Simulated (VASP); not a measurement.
Runs of VASP 6.6.1 on ZnO. The structure is that of space group P6_3/mmc (No. 194), or close to it. The cells are those of the table. 

```csv
level,cell,k mesh,smearing,gap on the mesh (eV),pressure (GPa)
PBEsol,"a = 3.149, b = 3.149, c = 7.256 Å, angles 90.0, 90.0, 120.0°, 4 atoms",9 × 9 × 4,gaussian 0.02 eV,(b),(a)
PBEsol,"a = 3.288, b = 3.288, c = 7.130 Å, angles 90.0, 90.0, 120.0°, 4 atoms",6 × 6 × 4,gaussian 0.1 eV,0.75,-3.8
PBEsol,"a = 3.256, b = 3.256, c = 7.703 Å, angles 90.0, 90.0, 120.0°, 4 atoms",9 × 9 × 4,gaussian 0.02 eV,0.87,-1.2
r2SCAN,"a = 3.410, b = 3.410, c = 7.395 Å, angles 90.0, 90.0, 120.0°, 4 atoms",9 × 9 × 4,gaussian 0.02 eV,1.12,(c)
```

Alike in all rows: task single point; potentials or basis VASP PAW PBE potentials, release 64 (Zn, O); no spin polarisation; cutoff (eV) 520.

Task: Fill in the values left out.

Result: (a) 10.0; (b) 0.78; (c) -11.2.

Caveats: the PAW data sets were made with another functional, which shifts forces and pressure a little.

A k mesh can miss the band edges.
